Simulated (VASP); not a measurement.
A run of VASP 6.6.1 is set up as follows.

File INCAR:

```
PREC = Accurate
ENCUT = 500
EDIFF = 1E-6
ISMEAR = 1
SIGMA = 0.1
LREAL = F
LASPH = T
NELM = 120
ALGO = Normal
ISIF = 2
LWAVE = F
LCHARG = F
GGA = PS
NBANDS = 8
GGA_COMPAT = F
```

Contents of KPOINTS:

```
regular mesh
0
Gamma
  14 14 14
```

The input POSCAR:

```
Si
1.0
    0.0000000000      1.6700000000      1.6700000000
    1.6700000000      0.0000000000      1.6700000000
    1.6700000000      1.6700000000      0.0000000000
Si
1
Direct
    0.0000000000      0.0000000000      0.0000000000
```

Potentials or basis: VASP PAW PBE potentials, release 64 (Si).

Command:

```console
$ cat potpaw_PBE.64/Si/POTCAR > POTCAR
$ mpirun -np 1 vasp_std > vasp.out
```

Q: What does it give for the band gap on the k mesh?

A: Zero (bands 2 and 3 overlap by 17.46 eV).

Q: Estimate the pressure.

A: 91.4 GPa.

Caveat: the cell stands under pressure; the PAW data sets were made with another functional, which shifts forces and pressure a little.
